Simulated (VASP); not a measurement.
Set up this calculation in VASP 6.6.1, as the native input.

- Task: single point
- Functional: PBEsol
- Potentials or basis: VASP PAW PBE potentials, release 64 (Au)
- Cutoff: 520 eV
- k mesh: 14 × 14 × 14
- Occupations: gaussian, width 0.1 eV
- Spin: no spin polarisation
- Dipole correction: no
- Further INCAR settings: ALGO = Fast; EDIFF = 1e-07; NBANDS = 12

The structure of Au lies in POSCAR:

```
Au
1.0
   -0.0160776300      2.1327405750      2.1636889900
    2.1420476000     -0.0104525050      2.1580638650
    2.1172152300      2.1022830800      0.0143798650
Au
1
Direct
    0.0000000000      0.0000000000      0.0000000000
```

This cell differs from its parent crystal: the cell strained at random.

One way to write it, as run:

INCAR

```
SYSTEM = Au
PREC = Accurate
ENCUT = 520
EDIFF = 1E-7
ISMEAR = 0
SIGMA = 0.1
LREAL = .False.
LASPH = .True.
NELM = 80
ALGO = Fast
ISIF = 2
LWAVE = .False.
LCHARG = .False.
GGA = PS
NBANDS = 12
```

KPOINTS

```
regular mesh
0
Gamma
  14 14 14
  0 0 0
```

Potentials or basis: VASP PAW PBE potentials, release 64 (Au).

Launch:

```bash
$ cat potpaw_PBE.64/Au/POTCAR > POTCAR
$ mpirun -np 1 vasp_std > vasp.out
```

It gave:

```json
{"Pressure": "-16.1 GPa", "Band gap on the k mesh": "zero (an odd number of electrons rules out a gap without spin polarisation)"}
```

Caveat: the cell differs from its parent crystal (the cell strained at random); the cell stands under tension; the PAW data sets were made with another functional, which shifts forces and pressure a little; spin-orbit coupling is left out, which moves the levels of the heavy elements.

Run time: 3.8 min on 1 thread of AMD EPYC 7R13 Processor (Zen 3), with other jobs on the host, peak memory 0.37 GiB.
